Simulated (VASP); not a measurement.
MgB2:

```
CELL_PARAMETERS angstrom
3.08979 0.00000 0.00000
-1.54489 2.67583 0.00000
0.00000 0.00000 3.51209
ATOMIC_POSITIONS crystal
Mg 0.00000 0.00000 0.00000
B 0.33333 0.66667 0.50000
B 0.66667 0.33333 0.50000
```

Base run:

```yaml
Program: VASP 6.6.1
Functional: r2SCAN
Potentials_or_basis: VASP PAW PBE potentials, release 64 (Mg_sv, B)
Cutoff: 920 eV
k_mesh: 8 × 8 × 6
Occupations: gaussian, width 0.05 eV
Spin: no spin polarisation
```

Its results: band gap on the k mesh zero (bands 8 and 9 overlap by 2.67 eV); pressure -2.1 GPa.

Task: The run is repeated on the same cell with these changes: dispersion from none to rVV10. What comes out?

Result: Band gap on the k mesh zero (bands 8 and 9 overlap by 2.68 eV); pressure -2.5 GPa.

Dispersion adds attraction, which lowers the pressure at fixed volume.

Caveats: the PAW data sets were made with another functional, which shifts forces and pressure a little.
